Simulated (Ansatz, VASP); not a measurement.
## AlN: VASP beside Ansatz

File INCAR:

```
PREC = Accurate
ENCUT = 520
EDIFF = 1E-6
ISMEAR = 0
SIGMA = 0.05
LREAL = F
LASPH = T
NELM = 80
ALGO = Normal
ISIF = 2
LWAVE = F
LCHARG = T
GGA = CA
LELF = T
LVHAR = T
NBANDS = 26
```

Contents of KPOINTS:

```
Automatic mesh
0
Gamma
  8 6 4
```

POSCAR

```
AlN
1.0
   -1.6378403119      2.8368226349      0.0000000000
    0.0000000000      0.0000000000      4.1006264518
    4.9135209358      2.8368226349      0.0000000000
Al N
4 4
Direct
    0.5743505330      0.7500000000      0.2671596343
    1.0000000000      0.7500000000      0.6666666667
    0.0000000000      0.2500000000      0.3333333333
    0.5000000000      0.2500000000      0.8333333333
    0.5000000000      0.2500000000      0.1666666667
    1.0000000000      0.2500000000      0.6666666667
    0.0000000000      0.7500000000      0.3333333333
    0.5000000000      0.7500000000      0.8333333333
```

Input for Ansatz:

```yaml
crystal:
  lattice:
    - [-1.6378403119, 2.8368226349, 0.0]
    - [0.0, 0.0, 4.1006264518]
    - [4.9135209358, 2.8368226349, 0.0]
  atoms:
    - { symbol: Al, position: [0.574350533, 0.75, 0.2671596343] }
    - { symbol: Al, position: [1.0, 0.75, 0.6666666667] }
    - { symbol: Al, position: [0.0, 0.25, 0.3333333333] }
    - { symbol: Al, position: [0.5, 0.25, 0.8333333333] }
    - { symbol: "N", position: [0.5, 0.25, 0.1666666667] }
    - { symbol: "N", position: [1.0, 0.25, 0.6666666667] }
    - { symbol: "N", position: [0.0, 0.75, 0.3333333333] }
    - { symbol: "N", position: [0.5, 0.75, 0.8333333333] }
basis:
  ecutwfc: 420
kpoints:
  mp_grid: { grid: [8, 6, 4] }
hamiltonian:
  xc: lda
  pseudopotentials: { kind: paw, azcp: { folder: soft_1 } }
scf:
  occupations: { method: gaussian, width: 0.05 }
output:
  forces: true
  stress: true
  eigenvalues: true
```

Alike in both runs: task single point; functional LDA; k mesh 8 × 6 × 4; occupations gaussian, width 0.05 eV; no spin polarisation.

|  | VASP | Ansatz |
| --- | --- | --- |
| version | VASP 6.6.1 | Ansatz 0.2.0 |
| potentials or method | VASP PAW LDA potentials, release 64 (Al, N), cutoff 520 eV | scalar-relativistic, plane waves, PAW |
| valence electrons in the cell | 32 | 32 |

VASP gave:

* gap on the k mesh at the Fermi level (eV): 2.50
* least direct gap on the mesh (eV): 2.50
* pressure (GPa): 17.6
* traceless stress, the component that is largest in VASP (GPa): 32.83
* rms of the force components (eV/Å): 5.539

Problem. Estimate Ansatz's values.

Solution. gap on the k mesh at the Fermi level (eV): 2.50; least direct gap on the mesh (eV): 2.50; pressure (GPa): 16.7; traceless stress, the component that is largest in VASP (GPa): 32.14; rms of the force components (eV/Å): 5.464.

Ansatz warns that its potentials were made for another functional, while VASP's fit it. LDA's correlation is that of Perdew and Zunger in VASP and of Perdew and Wang (1992) in Ansatz. Atom by atom the forces differ by 0.077 eV/Å (rms over components).
